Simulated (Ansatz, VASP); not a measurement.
**Pb: VASP beside Ansatz**

```xyz
2
Lattice="0.0000 3.4390 3.4390 3.4390 0.0000 3.4390 3.4390 3.4390 0.0000" Properties=species:S:1:pos:R:3 pbc="T T T"
Pb    1.7195    1.7195    1.7195
Pb    0.0000    0.0000    0.0000
```

Alike in both runs: task relaxation of cell and atoms; functional LDA; k mesh 7 × 7 × 7; occupations fermi-dirac, width 0.05 eV; no spin polarisation.

|  | VASP | Ansatz |
| --- | --- | --- |
| version | VASP 6.6.1 | Ansatz 0.2.0 |
| potentials or method | VASP PAW LDA potentials, release 64 (Pb_d), cutoff 600 eV | all-electron LAPW, scalar-relativistic |

|  | VASP | Ansatz | Ansatz less VASP |
| --- | --- | --- | --- |
| relaxed volume (Å³/atom) | 39.91 | 39.81 | -0.101 |
| relaxed length of the cell vector where the two differ most in proportion (Å) | 4.833 | 4.829 | -0.0041 |

LDA's correlation is that of Perdew and Zunger in VASP and of Perdew and Wang (1992) in Ansatz. Ansatz ran all-electron here, and VASP with PAW potentials.

Spin-orbit coupling is off throughout.
